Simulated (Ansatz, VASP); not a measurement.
One calculation of ZrC, two programs

Contents of INCAR:

```
SYSTEM = ZrC
ALGO = Normal
EDIFF = 1E-6
ENCUT = 520
GGA = PE
ISIF = 2
ISMEAR = 0
LASPH = .True.
LCHARG = .False.
LREAL = .False.
LWAVE = .False.
NBANDS = 15
NELM = 60
PREC = Accurate
SIGMA = 0.15
```

File KPOINTS:

```
k-points
0
Gamma
  18 18 18
  0 0 0
```

The input POSCAR:

```
ZrC
1.0
    0.0000000000      2.1621932000      2.5382268000
    2.1621932000      0.0000000000      2.5382268000
    2.1621932000      2.1621932000      0.0000000000
Zr C
1 1
Direct
    0.5000000000      0.5000000000      0.5000000000
    0.0000000000      0.0000000000      0.0000000000
```

Input for Ansatz:

```yaml
crystal:
  lattice:
    - [0.0, 2.1621932, 2.5382268]
    - [2.1621932, 0.0, 2.5382268]
    - [2.1621932, 2.1621932, 0.0]
  atoms:
    - { symbol: Zr, position: [0.5, 0.5, 0.5] }
    - { symbol: C, position: [0.0, 0.0, 0.0] }
basis:
  ecutwfc: 420
kpoints:
  mp_grid: { grid: [18, 18, 18] }
hamiltonian:
  xc: pbe
scf:
  occupations: { method: gaussian, width: 0.15 }
output:
  forces: true
  stress: true
  eigenvalues: true
```

Change from the starting cell: strain -0.080 along x and y, +0.080 along z, atoms carried along.

Alike in both runs: task single point; functional PBE; k mesh 18 × 18 × 18; occupations gaussian, width 0.15 eV; no spin polarisation.

```csv
,VASP,Ansatz
version,VASP 6.6.1,Ansatz 0.2.0
potentials or method,"VASP PAW PBE potentials, release 64 (Zr_sv, C), cutoff 520 eV","scalar-relativistic, plane waves, PAW"
valence electrons in the cell,16,16
```

```csv
,VASP,Ansatz,Ansatz less VASP
gap on the k mesh at the Fermi level (eV),none,none,-
pressure (GPa),38.5,38.2,-0.27
"traceless stress, the component that is largest in VASP (GPa)",-51.14,-50.94,+0.203
```

A gap of «none» marks a metal or a gap that the smearing closes. Both programs put the cell under a high pressure, so it lies far from rest at this level.
